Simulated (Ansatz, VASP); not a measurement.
One calculation of Ti, two programs

```
CELL_PARAMETERS angstrom
0.00000 2.05010 2.05010
2.05010 0.00000 2.05010
2.05010 2.05010 0.00000
ATOMIC_POSITIONS crystal
Ti 0.00000 0.00000 0.00000
```

Change from the starting cell: volume scaled by 1.03.

Alike in both runs: task single point; functional LDA; k mesh 15 × 15 × 15; occupations fermi-dirac, width 0.05 eV; no spin polarisation.

|  | VASP | Ansatz |
| --- | --- | --- |
| version | VASP 6.6.1 | Ansatz 0.2.0 |
| potentials or method | VASP PAW LDA potentials, release 64 (Ti_sv), cutoff 500 eV | all-electron LAPW, scalar-relativistic |

|  | VASP | Ansatz | Ansatz less VASP |
| --- | --- | --- | --- |
| pressure (GPa) | -7.9 | -7.8 | +0.15 |

LDA's correlation is that of Perdew and Zunger in VASP and of Perdew and Wang (1992) in Ansatz. Ansatz ran all-electron here, and VASP with PAW potentials.
